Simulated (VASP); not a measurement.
A run of VASP 6.6.1:

The input POSCAR:

```
Eu
1.0
   -2.2274745855      2.2274745855      2.2274745855
    2.2274745855     -2.2274745855      2.2274745855
    2.2274745855      2.2274745855     -2.2274745855
Eu
1
Direct
    0.0000000000      0.0000000000      0.0000000000
```

The input INCAR.step1:

```
  PREC = Accurate
  ENCUT = 520
  ISMEAR = -1
  SIGMA = 0.2
  LREAL = False
  LASPH = True
  NELM = 150
  ISPIN = 2
  MAGMOM = 7.31
  LMAXMIX = 6
  NBANDS = 18
  GGA = PE
  ALGO = Normal
  EDIFF = 1E-4
  LWAVE = True
  LCHARG = False
```

The input INCAR.step2:

```
  PREC = Accurate
  ENCUT = 520
  EDIFF = 1E-6
  ISMEAR = -1
  SIGMA = 0.2
  LREAL = False
  LASPH = True
  NELM = 150
  ALGO = Normal
  ISIF = 2
  LWAVE = False
  LCHARG = False
  ISPIN = 2
  MAGMOM = 7.31
  LORBIT = 11
  LMAXMIX = 6
  METAGGA = R2SCAN
  LMIXTAU = True
  NBANDS = 18
  ISTART = 1
```

The input KPOINTS:

```
Automatic mesh
0
Gamma
  10 10 10
```

Potentials or basis: VASP PAW PBE potentials, release 64 (Eu).

The run is started by

```console
$ cat potpaw_PBE.64/Eu/POTCAR > POTCAR
$ cp INCAR.step1 INCAR
$ mpirun -np 1 vasp_std > vasp.out
$ cp INCAR.step2 INCAR
$ mpirun -np 1 vasp_std > vasp.out
```

Hardware: 1 thread of Intel(R) Xeon(R) 6975P-C (Granite Rapids), with other jobs on the host.

How long does it take, and how much memory?

It took 3.2 min on 1 thread of Intel(R) Xeon(R) 6975P-C (Granite Rapids), on a shared host, peak memory 0.24 GiB. Counts: k points 47.
